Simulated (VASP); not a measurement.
Write the native input for VASP 6.6.1 that does the following.

| Item | Value |
| --- | --- |
| Task | relaxation of cell and atoms |
| Functional | RPBE |
| Dispersion | D3(BJ) |
| Potentials or basis | VASP PAW PBE potentials, release 64 (Zn, S) |
| Cutoff | 600 eV |
| k mesh | 8 × 8 × 5 |
| Occupations | fermi-dirac, width 0.05 eV |
| Spin | no spin polarisation |
| Dipole correction | no |
| Further INCAR settings | ALGO = Normal; EDIFF = 1e-06; IBRION = 2; EDIFFG = -0.01; NSW = 60; ISIF = 3 |

The structure of ZnS lies in POSCAR:

```
ZnS
1.0
    3.8110000000      0.0000000000      0.0000000000
   -1.9055000000      3.3004228138      0.0000000000
    0.0000000000      0.0000000000      6.2340000000
Zn S
2 2
Direct
    0.6666666667      0.3333333333      0.5000000000
    0.3333333333      0.6666666667      0.0000000000
    0.6666666667      0.3333333333      0.8850000000
    0.3333333333      0.6666666667      0.3850000000
```

One way to write it, as run:

INCAR

```
SYSTEM = ZnS
PREC     = Accurate       ! precision mode
ENCUT    = 600            ! plane-wave cutoff, eV
EDIFF    = 1E-6           ! SCF threshold, eV
ISMEAR   = -1             ! smearing method
SIGMA    = 0.05           ! smearing width, eV
LREAL    = .FALSE.        ! projectors in reciprocal space
LASPH    = .TRUE.         ! aspherical terms in the spheres
NELM     = 100            ! most SCF steps
ALGO     = Normal         ! electronic algorithm
ISIF     = 3              ! what is computed and relaxed
LWAVE    = .FALSE.        ! write WAVECAR
LCHARG   = .FALSE.        ! write CHGCAR
GGA      = RP             ! functional
IVDW     = 12             ! dispersion correction
IBRION   = 2              ! ionic algorithm
NSW      = 60             ! ionic steps
EDIFFG   = -0.01          ! ionic threshold
```

KPOINTS

```
Automatic mesh
0
G
  8 8 5
  0 0 0
```

Potentials or basis: VASP PAW PBE potentials, release 64 (Zn, S).

Run with:

```console
$ cat potpaw_PBE.64/Zn/POTCAR potpaw_PBE.64/S/POTCAR > POTCAR
$ mpirun -np 1 vasp_std > vasp.out
```

Results of the run:

```yaml
Relaxed_volume: 18.17 Å³/atom
Relaxed_cell: a = 3.716 Å, b = 3.716 Å, c = 6.078 Å, α = 90.00°, β = 90.00°, γ = 120.00°
Space_group_after_relaxing_to_0.1_Å: P6_3mc (No. 186)
Energy_gained_by_relaxing: 31.4 meV/atom
Ionic_steps: 10
Pressure_after_relaxing: 0.0 GPa
Largest_force_after_relaxing: 0.004 eV/Å
Band_gap_on_the_k_mesh: 2.74 eV
Dispersion_energy_per_atom: -1.224 eV
```

Caveat: the PAW data sets were made with another functional, which shifts forces and pressure a little.

Run time: 3.7 min on 1 thread of Intel(R) Xeon(R) Platinum 8488C (Sapphire Rapids) (shared host), peak memory 0.24 GiB.
